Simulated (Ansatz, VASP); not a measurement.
**BP in VASP and in Ansatz**

INCAR

```
PREC = Accurate
ENCUT = 520
EDIFF = 1E-6
ISMEAR = 0
SIGMA = 0.05
LREAL = False
LASPH = True
NELM = 100
ALGO = Normal
ISIF = 2
LWAVE = False
LCHARG = False
GGA = PE
NBANDS = 11
```

File KPOINTS:

```
Automatic mesh
0
Gamma
  12 12 12
```

The input POSCAR:

```
BP
1.0
    0.0000000000      2.2117825139      2.2117825139
    2.2117825139      0.0000000000      2.2117825139
    2.2117825139      2.2117825139      0.0000000000
B P
1 1
Direct
    0.0000000000      0.0000000000      0.0000000000
    0.7500000000      0.7500000000      0.7500000000
```

Input for Ansatz:

```yaml
crystal:
  lattice:
    - [0.0, 2.2117825139, 2.2117825139]
    - [2.2117825139, 0.0, 2.2117825139]
    - [2.2117825139, 2.2117825139, 0.0]
  atoms:
    - { symbol: B, position: [0.0, 0.0, 0.0] }
    - { symbol: P, position: [0.75, 0.75, 0.75] }
basis:
  ecutwfc: 520.0
kpoints:
  mp_grid: { grid: [12, 12, 12] }
hamiltonian:
  xc: pbe
scf:
  occupations: { method: gaussian, width: 0.05 }
output:
  forces: true
  stress: true
  eigenvalues: true
```

Alike in both runs: task single point; functional PBE; k mesh 12 × 12 × 12; occupations gaussian, width 0.05 eV; no spin polarisation.

```csv
,VASP,Ansatz
version,VASP 6.6.1,Ansatz 0.2.0
potentials or method,"VASP PAW PBE potentials, release 64 (B, P), cutoff 520 eV","scalar-relativistic, plane waves, PAW"
valence electrons in the cell,8,8
```

```tsv
	VASP	Ansatz	Ansatz less VASP
gap on the k mesh at the Fermi level (eV)	1.12	1.13	+0.006
least direct gap on the mesh (eV)	3.53	3.53	+0.004
pressure (GPa)	15.5	15.8	+0.32
```
